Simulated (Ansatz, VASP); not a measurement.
# Ir: VASP beside Ansatz

```
CELL_PARAMETERS angstrom
0.00000 1.92696 1.92696
1.92696 0.00000 1.92696
1.92696 1.92696 0.00000
ATOMIC_POSITIONS crystal
Ir 0.00000 0.00000 0.00000
```

Alike in both runs: task relaxation of cell and atoms; functional PBE; k mesh 8 × 8 × 8; occupations gaussian, width 0.1 eV; no spin polarisation.

|  | VASP | Ansatz |
| --- | --- | --- |
| version | VASP 6.6.1 | Ansatz 0.2.0 |
| potentials or method | VASP PAW PBE potentials, release 64 (Ir), cutoff 600 eV | scalar-relativistic, plane waves, PAW |
| valence electrons in the cell | 9 | 17 |

|  | VASP | Ansatz | Ansatz less VASP |
| --- | --- | --- | --- |
| gap on the k mesh at the Fermi level, each at its own relaxed structure (eV) | none | none | - |
| relaxed volume (Å³/atom) | 14.58 | 14.57 | -0.015 |
| relaxed cell length with the largest relative difference (Å) | 2.742 | 2.741 | -0.0010 |

A gap of «none» marks a metal or a gap that the smearing closes. VASP's potentials hold 9 valence electrons a cell and Ansatz's 17, so a difference there can come from the potentials and not from the codes.

Spin-orbit coupling is off throughout.
